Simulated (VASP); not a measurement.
Here is a VASP 6.6.1 calculation.

The input INCAR:

```
SYSTEM = CsPbBr3
PREC = Accurate
ENCUT = 520
EDIFF = 1E-8
ISMEAR = 0
SIGMA = 0.01
LREAL = .False.
LASPH = .True.
NELM = 60
ALGO = Normal
ISIF = 2
LWAVE = .False.
LCHARG = .False.
GGA = PS
LEPSILON = .True.
```

File KPOINTS:

```
Automatic mesh
0
Gamma
  4 4 4
  0 0 0
```

Contents of POSCAR:

```
CsPbBr3
1.0
    5.8700000000      0.0000000000      0.0000000000
    0.0000000000      5.8700000000      0.0000000000
    0.0000000000      0.0000000000      5.8700000000
Pb Cs Br
1 1 3
Direct
    0.5000000000      0.5000000000      0.5000000000
    0.0000000000      0.0000000000      0.0000000000
    0.5000000000      0.5000000000      0.0000000000
    0.5000000000      0.0000000000      0.5000000000
    0.0000000000      0.5000000000      0.5000000000
```

Potentials or basis: VASP PAW PBE potentials, release 64 (Pb_d, Cs_sv, Br).

Launch:

```bash
$ cat potpaw_PBE.64/Pb_d/POTCAR potpaw_PBE.64/Cs_sv/POTCAR potpaw_PBE.64/Br/POTCAR > POTCAR
$ mpirun -np 1 vasp_std > vasp.out
```

**Question.** Predict the electronic dielectric tensor (diagonal).

**Answer.** 6.48.

**Question.** Estimate the Born charges (mean of the diagonal).

**Answer.** Pb +4.47; Cs +1.53; Br -2.00 e.

**Question.** Estimate the band gap on the k mesh.

**Answer.** 1.42 eV.

Born effective charge tensors (e):
atom 1, Pb
```
4.47 0.00 0.00
0.00 4.47 0.00
0.00 0.00 4.47
```
atom 2, Cs
```
1.53 0.00 0.00
0.00 1.53 0.00
0.00 0.00 1.53
```
atom 3, Br
```
-0.32  0.00  0.00
 0.00 -0.32  0.00
 0.00  0.00 -5.35
```
atom 4, Br
```
-0.32  0.00  0.00
 0.00 -5.35  0.00
 0.00  0.00 -0.32
```
atom 5, Br
```
-5.35  0.00  0.00
 0.00 -0.32  0.00
 0.00  0.00 -0.32
```

Caveat: spin-orbit coupling is left out, which moves the levels of the heavy elements. A k mesh can miss the band edges.
